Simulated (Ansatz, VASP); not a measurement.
# One calculation of CuI, two programs

Contents of INCAR:

```
SYSTEM = CuI
  PREC = Accurate
  ENCUT = 600
  EDIFF = 1E-6
  ISMEAR = 0
  SIGMA = 0.01
  LREAL = .FALSE.
  LASPH = .TRUE.
  NELM = 80
  ALGO = Normal
  ISIF = 3
  LWAVE = .FALSE.
  LCHARG = .FALSE.
  IBRION = 2
  NSW = 60
  EDIFFG = -0.01
```

The input KPOINTS:

```
regular mesh
0
G
  6 6 4
  0 0 0
```

POSCAR

```
CuI
1.0
    4.0229000000      0.0000000000      0.0000000000
    0.0000000000      4.0229000000      0.0000000000
    0.0000000000      0.0000000000      5.6506000000
Cu I
2 2
Direct
    0.0000000000      0.0000000000      0.0000000000
    0.5000000000      0.5000000000      0.0000000000
    0.0000000000      0.5000000000      0.2913000000
    0.5000000000      0.0000000000      0.7087000000
```

Input for Ansatz:

```yaml
crystal:
  lattice:
    - [4.0229, 0.0, 0.0]
    - [0.0, 4.0229, 0.0]
    - [0.0, 0.0, 5.6506]
  atoms:
    - { symbol: Cu, position: [0.0, 0.0, 0.0] }
    - { symbol: Cu, position: [0.5, 0.5, 0.0] }
    - { symbol: I, position: [0.0, 0.5, 0.2913] }
    - { symbol: I, position: [0.5, 0.0, 0.7087000000000001] }
kpoints:
  mp_grid:
    grid: [6, 6, 4]
hamiltonian:
  xc: lda
  dispersion: none
scf:
  occupations:
    method: fixed
relax:
  max_steps: 40
  cell: {}
```

Alike in both runs: task relaxation of cell and atoms; functional LDA; k mesh 6 × 6 × 4; no spin polarisation.

|  | VASP | Ansatz |
| --- | --- | --- |
| version | VASP 6.6.1 | Ansatz 0.2.0 |
| potentials or method | VASP PAW LDA potentials, release 64 (Cu, I) | plane waves, PAW |
| plane-wave cutoff (eV) | 600 | 420 |
| occupations | gaussian, width 0.01 eV | fixed |
| valence electrons in the cell | 36 | 72 |

|  | VASP | Ansatz | Ansatz less VASP |
| --- | --- | --- | --- |
| relaxed volume (Å³/atom) | 24.36 | 24.20 | -0.160 |
| relaxed cell length with the largest relative difference (Å) | 6.188 | 6.169 | -0.0186 |

LDA's correlation is that of Perdew and Zunger in VASP and of Perdew and Wang (1992) in Ansatz. VASP's potentials hold 36 valence electrons a cell and Ansatz's 72, so a difference there can come from the potentials and not from the codes.

Spin-orbit coupling is off throughout.
